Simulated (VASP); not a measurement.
Write the native input for VASP 6.6.1 that does the following.

- Task: single point
- Functional: revPBE
- Potentials or basis: VASP PAW PBE potentials, release 64 (Rh_pv)
- Cutoff: 520 eV
- k mesh: 12 × 12 × 12
- Occupations: fermi-dirac, width 0.05 eV
- Spin: no spin polarisation
- Dipole correction: no
- Further INCAR settings: ALGO = Normal; EDIFF = 1e-06; NBANDS = 14

The structure of Rh lies in POSCAR:

```
Rh
1.0
    0.0000000000      1.8978500000      1.8978500000
    1.8978500000      0.0000000000      1.8978500000
    1.8978500000      1.8978500000      0.0000000000
Rh
1
Direct
    0.0000000000      0.0000000000      0.0000000000
```

The input as run:

INCAR

```
SYSTEM = Rh
PREC     = Accurate       ! precision mode
ENCUT    = 520            ! plane-wave cutoff, eV
EDIFF    = 1E-6           ! SCF threshold, eV
ISMEAR   = -1             ! smearing method
SIGMA    = 0.05           ! smearing width, eV
LREAL    = .FALSE.        ! projectors in reciprocal space
LASPH    = .TRUE.         ! aspherical terms in the spheres
NELM     = 100            ! most SCF steps
ALGO     = Normal         ! electronic algorithm
ISIF     = 2              ! what is computed and relaxed
LWAVE    = .FALSE.        ! write WAVECAR
LCHARG   = .TRUE.         ! write CHGCAR
GGA      = RE             ! functional
LELF     = .TRUE.         ! ELF
LVHAR    = .TRUE.       
NBANDS   = 14             ! bands
```

KPOINTS

```
Automatic mesh
0
G
  12 12 12
  0 0 0
```

Potentials or basis: VASP PAW PBE potentials, release 64 (Rh_pv).

Launch:

```bash
$ cat potpaw_PBE.64/Rh_pv/POTCAR > POTCAR
$ mpirun -np 1 vasp_std > vasp.out
```

It gave:

- Pressure: 10.8 GPa

Caveat: the PAW data sets were made with another functional, which shifts forces and pressure a little.

Run time: 7.1 s on 1 thread of Intel(R) Xeon(R) Platinum 8375C CPU @ 2.90GHz (Ice Lake), with other jobs on the host, peak memory 0.13 GiB.
